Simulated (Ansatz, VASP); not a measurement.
This is a calculation of CuO for Ansatz 0.2.0.

Contents of input.yaml:

```yaml
crystal:
  lattice:
    - [2.8207191443, 0.0, 0.0]
    - [0.038275131, 2.8205021813, 0.0]
    - [0.0171382374, 0.0168928653, 5.0706699737]
  atoms:
    - { symbol: Cu, position: [0.0, 0.5, 0.0] }
    - { symbol: Cu, position: [0.5, 0.0, 0.5] }
    - { symbol: O, position: [0.99842397, 0.00167178, 0.7498871] }
    - { symbol: O, position: [0.00157603, 0.99832822, 0.2501129] }
hamiltonian:
  xc: pbesol
  pseudopotentials: { kind: paw }
kpoints:
  mp_grid: { grid: [9, 9, 5] }
scf:
  occupations: { method: fermi_dirac, width: 0.05 }
output:
  forces: true
  stress: true
  eigenvalues: true
```

Potentials or basis: Ansatz PAW.

Run with:

```bash
$ ansatz run input.yaml --threads 1 --pin off --max-ram 3584MiB --backend cpu --events-out ev --progress --plain --runs-dir out
```

Problem. Set up the same calculation for VASP 6.6.1. Potentials there: VASP PAW PBE potentials, release 64 (Cu_sv_GW, O).

Solution. As run (the cutoff follows the program's own potentials):

The input INCAR:

```
SYSTEM = CuO
ALGO = Normal ; EDIFF = 1E-6
ENCUT = 700 ; GGA = PS
GGA_COMPAT = .False. ; ISIF = 2
ISMEAR = -1 ; LASPH = .True.
LCHARG = .True. ; LELF = .True.
LREAL = .False. ; LVHAR = .True.
LWAVE = .False. ; NBANDS = 33
NELM = 120 ; PREC = Accurate
SIGMA = 0.05
```

The input KPOINTS:

```
k-points
0
Gamma
  9 9 5
  0 0 0
```

Contents of POSCAR:

```
CuO
1.0
    2.8207191443      0.0000000000      0.0000000000
    0.0382751310      2.8205021813      0.0000000000
    0.0171382374      0.0168928653      5.0706699737
Cu O
2 2
Direct
    0.0000000000      0.5000000000      0.0000000000
    0.5000000000      0.0000000000      0.5000000000
    0.9984239700      0.0016717800      0.7498871000
    0.0015760300      0.9983282200      0.2501129000
```

Potentials or basis: VASP PAW PBE potentials, release 64 (Cu_sv_GW, O).

Command:

```console
$ cat potpaw_PBE.64/Cu_sv_GW/POTCAR potpaw_PBE.64/O/POTCAR > POTCAR
$ mpirun -np 1 vasp_std > vasp.out
```

Both were run:

|  | VASP | Ansatz | Ansatz less VASP |
| --- | --- | --- | --- |
| gap on the k mesh at the Fermi level (eV) | none | none | - |
| pressure (GPa) | 7.3 | 9.8 | +2.53 |
| traceless stress, the component that is largest in VASP (GPa) | 0.53 | 0.45 | -0.081 |
| rms of the force components (eV/Å) | 0.005 | 0.005 | -0.0002 |

VASP's potentials were made for PBE, not for PBEsol. Atom by atom the forces differ by 0.000 eV/Å (rms over components). A gap of «none» marks a metal or a gap that the smearing closes.
